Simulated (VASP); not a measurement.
Here is a VASP 6.6.1 calculation.

File INCAR:

```
ALGO = Normal
EDIFF = 1E-6
ENCUT = 520
GGA = PE
ISIF = 2
ISMEAR = 0
LASPH = True
LCHARG = False
LREAL = False
LWAVE = False
NBANDS = 26
NELM = 80
PREC = Accurate
SIGMA = 0.1
```

KPOINTS

```
k-points
0
Gamma
  6 6 4
```

File POSCAR:

```
CdS
1.0
    3.9361220290      0.0000000000      0.0000000000
   -1.9680610145      3.4087816695      0.0000000000
    0.0000000000      0.0000000000      6.3532568405
Cd S
2 2
Direct
    0.6666666667      0.3333333333      0.5006044111
    0.3333333333      0.6666666667      0.0006044111
    0.6666666667      0.3333333333      0.8797055889
    0.3333333333      0.6666666667      0.3797055889
```

Potentials or basis: VASP PAW PBE potentials, release 64 (Cd, S).

The run is started by

```sh
$ cat potpaw_PBE.64/Cd/POTCAR potpaw_PBE.64/S/POTCAR > POTCAR
$ mpirun -np 1 vasp_std > vasp.out
```

(1) What does it give for the largest force?

(2) Estimate the band gap on the k mesh.

## Answers

(1) 0.026 eV/Å.

(2) 1.58 eV, direct.
